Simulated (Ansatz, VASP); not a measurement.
CdAg in VASP and in Ansatz

```xyz
2
Lattice="3.3300 0.0000 0.0000 0.0000 3.3300 0.0000 0.0000 0.0000 3.3966" Properties=species:S:1:pos:R:3 pbc="T T T"
Cd    1.6650    1.6650    1.6983
Ag    0.0000    0.0000    0.0000
```

Change from the starting cell: zz strain of +2 %, crystal datasets.

Alike in both runs: task electric field gradients; functional PBEsol; k mesh 12 × 12 × 12; occupations fermi-dirac, width 0.05 eV; no spin polarisation.

```csv
,VASP,Ansatz
version,VASP 6.6.1,Ansatz 0.2.0
potentials or method,"VASP PAW PBE potentials, release 64 (Cd, Ag), cutoff 520 eV","all-electron PAW with datasets made for the crystal, scalar-relativistic"
```

Ansatz gave:

| Property | Result |
| --- | --- |
| pressure (GPa) | -3.3 |
| traceless stress, the component that is largest in VASP (GPa) | -0.18 |
| size of Vzz on the site where it differs most (V/Å²) | 4.3 |

Q: Which values does VASP return?

A: Pressure (GPa): -3.0; traceless stress, the component that is largest in VASP (GPa): -0.18; size of Vzz on the site where it differs most (V/Å²): 3.6.

VASP's potentials were made for PBE, not for PBEsol. Ansatz ran all-electron here, and VASP with PAW potentials.
